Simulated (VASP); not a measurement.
# SiO2 (P6_322) in VASP: notebook

SiO2 is run at these levels: r2SCAN; tasks: single point.

All numbers are computed with VASP 6.6.1; they aren't measurements. Logs are shortened: lines on timing, memory, paths and dates and some standing lists are left out, and cuts for length are marked.

## Step 1: The cell of the first run

Symmetry: P6_322, No. 182, hexagonal system. Conventional cell: a = 5.187 Å, b = 5.187 Å, c = 8.411 Å, α = 90.00°, β = 90.00°, γ = 120.00°. Si (site symmetry 3) has 4 O at 1.58 to 1.63 Å within 2.1 Å. O (site symmetry 2) has 2 Si at 1.63 Å within 2.2 Å. Within 2.1 Å of O (site symmetry 32) lie 2 Si at 1.58 Å.

## Step 2: Single point, r2SCAN (biaxial strain in the a-b plane: +3.0 %)

The input, POSCAR:

```
SiO2
1.0
    5.1871576969      0.0000000000      0.0000000000
   -2.5935788484      4.4922103389      0.0000000000
    0.0000000000      0.0000000000      8.4109064582
Si O
4 8
Direct
    0.6666666667      0.3333333333      0.9376337079
    0.6666666667      0.3333333333      0.5623662921
    0.3333333333      0.6666666667      0.0623662921
    0.3333333333      0.6666666667      0.4376337079
    0.0000000000      0.4284244836      0.0000000000
    0.4284244836      0.4284244836      0.5000000000
    0.5715755164      0.0000000000      0.5000000000
    0.5715755164      0.5715755164      0.0000000000
    0.0000000000      0.5715755164      0.5000000000
    0.6666666667      0.3333333333      0.7500000000
    0.3333333333      0.6666666667      0.2500000000
    0.4284244836      0.0000000000      0.0000000000
```

The input, INCAR.step1:

```
PREC = Accurate
ENCUT = 520
ISMEAR = 0
SIGMA = 0.02
LREAL = False
LASPH = True
NELM = 100
NBANDS = 44
GGA = PE
ALGO = Normal
EDIFF = 1E-4
LWAVE = True
LCHARG = False
```

The input, INCAR.step2:

```
PREC = Accurate
ENCUT = 520
EDIFF = 1E-6
ISMEAR = 0
SIGMA = 0.02
LREAL = False
LASPH = True
NELM = 100
ALGO = Normal
ISIF = 2
LWAVE = False
LCHARG = False
METAGGA = R2SCAN
LMIXTAU = True
NBANDS = 44
ISTART = 1
```

The input, KPOINTS:

```
regular mesh
0
Gamma
  6 6 4
```

Potentials or basis: VASP PAW PBE potentials, release 64 (Si, O).

The run is started by

```sh
> cat potpaw_PBE.64/Si/POTCAR potpaw_PBE.64/O/POTCAR > POTCAR
> cp INCAR.step1 INCAR
> mpirun -np 1 vasp_std > vasp.out
> cp INCAR.step2 INCAR
> mpirun -np 1 vasp_std > vasp.out
```

OUTCAR:

```text
PREC = Accurate
   ENCUT = 520
   EDIFF = 1E-6
   ISMEAR = 0
   LREAL = False
   LASPH = True
   NELM = 100
   ISIF = 2
   METAGGA = R2SCAN
   ISTART = 1

 ion  position               nearest neighbor table
   1  0.667  0.333  0.938-  10 1.58   5 1.63  12 1.63   8 1.63
   2  0.667  0.333  0.562-  10 1.58   7 1.63   9 1.63   6 1.63
   3  0.333  0.667  0.062-  11 1.58  12 1.63   5 1.63   8 1.63
   4  0.333  0.667  0.438-  11 1.58   9 1.63   7 1.63   6 1.63
   5  0.000  0.428  0.000-   1 1.63   3 1.63
   6  0.428  0.428  0.500-   4 1.63   2 1.63
   7  0.572  0.000  0.500-   2 1.63   4 1.63
   8  0.572  0.572  0.000-   1 1.63   3 1.63
   9  0.000  0.572  0.500-   4 1.63   2 1.63
  10  0.667  0.333  0.750-   1 1.58   2 1.58
  11  0.333  0.667  0.250-   3 1.58   4 1.58
  12  0.428  0.000  0.000-   3 1.63   1 1.63

  LATTYP: Found a hexagonal cell.
 ALAT       =     5.1871576969
 C/A-ratio  =     1.6214865538

  Lattice vectors:

 A1 = (   5.1871576969,   0.0000000000,   0.0000000000)
 A2 = (  -2.5935788484,   4.4922103389,   0.0000000000)
 A3 = (   0.0000000000,   0.0000000000,   8.4109064582)

Analysis of symmetry for initial positions (statically):
=====================================================================
 Subroutine PRICEL returns:
 Original cell was already a primitive cell.

 Routine SETGRP: Setting up the symmetry group for a
 hexagonal supercell.

 Subroutine GETGRP returns: Found 12 space group operations
 (whereof  6 operations were pure point group operations)
 out of a pool of 24 trial point group operations.

The static configuration has the point symmetry D_3 .
 The point group associated with its full space group is D_6 .

Analysis of symmetry for dynamics (positions and initial velocities):
=====================================================================
 Subroutine PRICEL returns:
 Original cell was already a primitive cell.

 Routine SETGRP: Setting up the symmetry group for a
 hexagonal supercell.

 Subroutine GETGRP returns: Found 12 space group operations
 (whereof  6 operations were pure point group operations)
 out of a pool of 24 trial point group operations.

The dynamic configuration has the point symmetry D_3 .
 The point group associated with its full space group is D_6 .

 Subroutine INISYM returns: Found 12 space group operations
 (whereof  6 operations are pure point group operations),
 and found     1 'primitive' translations

----------------------------------------------------------------------------------------

                                     Primitive cell

  volume of cell :     195.9893

  direct lattice vectors                    reciprocal lattice vectors
     5.187157697  0.000000000  0.000000000     0.192783805  0.111303782  0.000000000
    -2.593578848  4.492210339  0.000000000     0.000000000  0.222607564  0.000000000
     0.000000000  0.000000000  8.410906458     0.000000000  0.000000000  0.118893249

  length of vectors
     5.187157697  5.187157697  8.410906458     0.222607564  0.222607564  0.118893249

  position of ions in fractional coordinates (direct lattice)
     0.666666667  0.333333333  0.937633708
     0.666666667  0.333333333  0.562366292
     0.333333333  0.666666667  0.062366292
     0.333333333  0.666666667  0.437633708
     0.000000000  0.428424484  0.000000000
     0.428424484  0.428424484  0.500000000
     0.571575516  0.000000000  0.500000000
     0.571575516  0.571575516  0.000000000
     0.000000000  0.571575516  0.500000000
     0.666666667  0.333333333  0.750000000
     0.333333333  0.666666667  0.250000000
     0.428424484  0.000000000  0.000000000

  ion indices of the primitive-cell ions
   primitive index   ion index
                 1           1
                 2           2
                 3           3
                 4           4
                 5           5
                 6           6
                 7           7
                 8           8
                 9           9
                10          10
                11          11
                12          12

----------------------------------------------------------------------------------------

 KPOINTS: regular mesh

Automatic generation of k-mesh.
 Grid dimensions read from file:
 generate k-points for:    6    6    4

 Generating k-lattice:

  Cartesian coordinates                     Fractional coordinates (reciprocal lattice)
     0.032130634  0.018550630  0.000000000     0.166666667  0.000000000  0.000000000
     0.000000000  0.037101261  0.000000000     0.000000000  0.166666667  0.000000000
     0.000000000  0.000000000  0.029723312     0.000000000  0.000000000  0.250000000

  Length of vectors
     0.037101261  0.037101261  0.029723312

  Shift w.r.t. Gamma in fractional coordinates (k-lattice)
     0.000000000  0.000000000  0.000000000

 Subroutine IBZKPT returns following result:
 ===========================================

 Found     21 irreducible k-points:

 Following reciprocal coordinates:
            Coordinates               Weight
  0.000000  0.000000  0.000000      1.000000
  0.166667  0.000000  0.000000      6.000000
  0.333333 -0.000000  0.000000      6.000000
  0.500000 -0.000000  0.000000      3.000000
  0.166667  0.166667  0.000000      6.000000
  0.333333  0.166667  0.000000     12.000000
[... 13 lines left out ...]
  0.333333  0.166667  0.500000     12.000000
  0.333333  0.333333  0.500000      2.000000
   k-points           NKPTS =     21   k-points in BZ     NKDIM =     21   number of bands    NBANDS=     44
   number of dos      NEDOS =    301   number of ions     NIONS =     12
   total plane-waves  NPLWV = 102400
   dimension x,y,z NGX =    40 NGY =   40 NGZ =   64
   dimension x,y,z NGXF=    80 NGYF=   80 NGZF=  128
   ions per type =               4   8
   NGX,Y,Z   is equivalent  to a cutoff of  12.82, 12.82, 12.65 a.u.
   NGXF,Y,Z  is equivalent  to a cutoff of  25.64, 25.64, 25.30 a.u.
 SYSTEM =  unknown system
   PREC   = accura    normal or accurate (medium, high low for compatibility)
   ISTART =      1    job   : 0-new  1-cont  2-samecut
   ICHARG =      0    charge: 1-file 2-atom 10-const
   ISPIN  =      1    spin polarized calculation?
   LNONCOLLINEAR =      F non collinear calculations
   LSORBIT =      F    spin-orbit coupling
   LASPH  =      T    aspherical Exc in radial PAW
   ENCUT  =  520.0 eV  38.22 Ry    6.18 a.u.   9.64  9.64 15.64*2*pi/ulx,y,z
   NELM   =    100;   NELMIN=  2; NELMDL=  0     # of ELM steps
   EDIFF  = 0.1E-05   stopping-criterion for ELM
   LREAL  =      F    real-space projection
   EDIFFG = 0.1E-04   stopping-criterion for IOM
   NSW    =      0    number of steps for IOM
   IBRION =     -1    ionic relax: 0-MD 1-quasi-New 2-CG
   NFREE  =      0    steps in history (QN), initial steepest desc. (CG)
   ISIF   =      2    stress and relaxation
   ISYM   =      2    0-nonsym 1-usesym 2-fastsym
   POTIM  = 0.5000    time-step for ionic-motion
   TEBEG  =    0.0;   TEEND  =   0.0 temperature during run
   PSTRESS=    0.0 pullay stress
   NELECT =      64.0000    total number of electrons
   NUPDOWN=      -1.0000    fix difference up-down
   EMIN   =  10.00;   EMAX   =-10.00  energy-range for DOS
   EFERMI =   0.00;   METHOD = LEGACY
   ISMEAR =     0;   SIGMA  =   0.02  broadening in eV -4-tet -1-fermi 0-gaus
   EFERMI_NEDOS =   21; number of points for ismear=-14 and -15
   IALGO  =     38    algorithm
   IMIX   =      4    mixing-type and parameters
     AMIX     =   0.40;   BMIX     =  1.00
     AMIX_MAG =   1.60;   BMIX_MAG =  1.00
  volume/ion in A,a.u.               =      16.33       110.22
  Fermi-wavevector in a.u.,A,eV,Ry     =   1.127346  2.130376 17.291779  1.270910
  Thomas-Fermi vector in A             =   2.264032
   LORBIT       =      0    0 simple, 1 ext, 2 COOP (PROOUT), +10 PAW based schemes
   METAGGA = R2SCAN    functional components
   LHFCALC =     F    Hartree Fock is set to
   AEXX    =    0.0000 exact exchange contribution
   IVDW    =     0    specifies the selected vdW correction
   LEPSILON=     F    determine dielectric tensor
   LRPA    =     F    only Hartree local field effects (RPA)
 non-spin polarized calculation
 Gauss-broadening in eV      SIGMA  =   0.02
  energy-cutoff  :      520.00
  volume of cell :      195.99
 maximum number of plane-waves:      5348
 NGX is ok and might be reduce to    40
   NGX = 19   NGY = 19   NGZ = 31

 number of electron      63.9999996 magnetization

 Free energy of the ion-electron system (eV)
  ---------------------------------------------------
  ext. energy  EPLUGINS =         0.00000000
  ---------------------------------------------------
  free energy    TOTEN  =      -118.95050815 eV

  energy without entropy =     -118.95050815  energy(sigma->0) =     -118.95050815

 E-fermi :  -0.9869     XC(G=0):  -8.0757

 val. band max:       -1.1301035840   @ k =   0.0000   0.0000   0.2500
 cond. band min:       4.9375699790   @ k =   0.0000   0.0000   0.0000
 fundamental gap:      6.0676735630
 Fermi energy:        -0.9868975813

 k-point     1 :       0.0000    0.0000    0.0000
  band No.  band energies     occupation
      1     -21.5055      2.00000
      2     -20.9213      2.00000
      3     -20.4638      2.00000
      4     -19.6475      2.00000
      5     -19.4149      2.00000
      6     -19.4149      2.00000
[... 36 lines left out ...]
     43      11.4870      0.00000
     44      11.4870      0.00000

 k-point     2 :       0.1667    0.0000    0.0000
  band No.  band energies     occupation
      1     -21.4440      2.00000
      2     -20.8468      2.00000
      3     -20.5175      2.00000
      4     -19.6444      2.00000
      5     -19.5145      2.00000
      6     -19.4523      2.00000
[... 36 lines left out ...]
     43      10.5558      0.00000
     44      11.2171      0.00000

 k-point     3 :       0.3333   -0.0000    0.0000
  band No.  band energies     occupation
      1     -21.2827      2.00000
      2     -20.6677      2.00000
      3     -20.6475      2.00000
      4     -19.7889      2.00000
      5     -19.6332      2.00000
      6     -19.5264      2.00000
[... 36 lines left out ...]
     43      10.7493      0.00000
     44      10.7685      0.00000

 k-point     4 :       0.5000   -0.0000    0.0000
  band No.  band energies     occupation
      1     -21.1505      2.00000
      2     -20.7967      2.00000
      3     -20.4779      2.00000
      4     -19.9951      2.00000
      5     -19.6190      2.00000
      6     -19.5694      2.00000
[... 741 lines left out ...]
     43      10.8382      0.00000
     44      10.8382      0.00000

 k-point    20 :       0.3333    0.1667    0.5000
  band No.  band energies     occupation
      1     -21.0225      2.00000
      2     -21.0225      2.00000
      3     -20.1986      2.00000
      4     -20.1986      2.00000
      5     -19.5793      2.00000
      6     -19.5793      2.00000
[... 36 lines left out ...]
     43      10.6661      0.00000
     44      10.6661      0.00000

 k-point    21 :       0.3333    0.3333    0.5000
  band No.  band energies     occupation
      1     -20.9700      2.00000
      2     -20.9700      2.00000
      3     -20.2495      2.00000
      4     -20.2495      2.00000
      5     -19.5919      2.00000
      6     -19.5919      2.00000
[... 36 lines left out ...]
     43      10.5932      0.00000
     44      10.5932      0.00000

------------------------ aborting loop because EDIFF is reached ----------------------------------------

  FORCE on cell =-STRESS in cart. coord.  units (eV):
  Direction    XX          YY          ZZ          XY          YZ          ZX
  --------------------------------------------------------------------------------------
  -------------------------------------------------------------------------------------
  Total       -7.2757968     -7.2757968      5.5611573     -0.0000000      0.0000000      0.0000000
  in kB      -59.4783356    -59.4783356     45.4614644     -0.0000000      0.0000000      0.0000000
  external PRESSURE =     -24.4984023 kB  Pullay stress =       0.0000000 kB

 VOLUME and BASIS-vectors are now :
 -----------------------------------------------------------------------------
  energy-cutoff  :      520.00
  volume of cell :      195.99
      direct lattice vectors                 reciprocal lattice vectors
     5.187157697  0.000000000  0.000000000     0.192783805  0.111303782  0.000000000
    -2.593578848  4.492210339  0.000000000     0.000000000  0.222607564  0.000000000
     0.000000000  0.000000000  8.410906458     0.000000000  0.000000000  0.118893249

 POSITION                                       TOTAL-FORCE (eV/Angst)
 -----------------------------------------------------------------------------------
      2.59358      1.49740      7.88635         0.000000     -0.000000      1.254805
      2.59358      1.49740      4.73001         0.000000     -0.000000     -1.254805
     -0.00000      2.99481      0.52456         0.000000     -0.000000     -1.254805
     -0.00000      2.99481      3.68090         0.000000     -0.000000      1.254805
     -1.11115      1.92457      0.00000        -0.146298      0.253395     -0.000000
      1.11115      1.92457      4.20545         0.146298      0.253395     -0.000000
      2.96485      0.00000      4.20545        -0.292595     -0.000000     -0.000000
      1.48243      2.56764      0.00000        -0.146298     -0.253395     -0.000000
     -1.48243      2.56764      4.20545         0.146298     -0.253395     -0.000000
      2.59358      1.49740      6.30818         0.000000     -0.000000     -0.000000
     -0.00000      2.99481      2.10273         0.000000     -0.000000     -0.000000
      2.22231      0.00000      0.00000         0.292595     -0.000000     -0.000000
 -----------------------------------------------------------------------------------
    total drift:                               -0.000001      0.000000      0.000000

  FREE ENERGIE OF THE ION-ELECTRON SYSTEM (eV)
  ---------------------------------------------------
  free  energy   TOTEN  =      -118.9505081452 eV

  energy  without entropy=     -118.9505081452  energy(sigma->0) =     -118.95050815
```

Run time: 15 min. Hardware: 1 thread of Oxide Virtual Turin-like, shared host; peak memory 0.38 GiB.

Results:

```
Free energy            : -118.9505 eV
Pressure               : -2.4 GPa
Largest force          : 1.255 eV/Å
Band gap on the k mesh : 6.07 eV, indirect (least direct gap 6.10 eV)
```

Forces in eV/Å, atoms in the order of the input:
```
Si   0.000  0.000  1.255
Si   0.000  0.000 -1.255
Si   0.000  0.000 -1.255
Si   0.000  0.000  1.255
O   -0.146  0.253  0.000
O    0.146  0.253  0.000
O   -0.293  0.000  0.000
O   -0.146 -0.253  0.000
O    0.146 -0.253  0.000
O    0.000  0.000  0.000
O    0.000  0.000  0.000
O    0.293  0.000  0.000
```

Levels at points of the mesh, in eV from the valence-band top:
| k point | band 30 | band 31 | band 32 | band 33 | band 34 | band 35 |
| --- | --- | --- | --- | --- | --- | --- |
| (0.00, 0.00, 0.00) | -0.52 | -0.03 | -0.03 | 6.07 | 8.30 | 8.84 |
| (0.50, 0.00, 0.00) | -0.77 | -0.62 | -0.02 | 8.33 | 8.69 | 9.39 |
| (0.00, 0.00, 0.50) | -0.54 | -0.21 | -0.21 | 6.85 | 6.85 | 9.83 |
| (0.50, 0.00, 0.50) | -0.75 | -0.35 | -0.35 | 8.82 | 8.82 | 8.98 |

Caveat: the cell differs from its parent crystal (biaxial strain in the a-b plane: +3.0 %); the PAW data sets were made with another functional, which shifts forces and pressure a little.

(Part 1 of 2 ends here.)
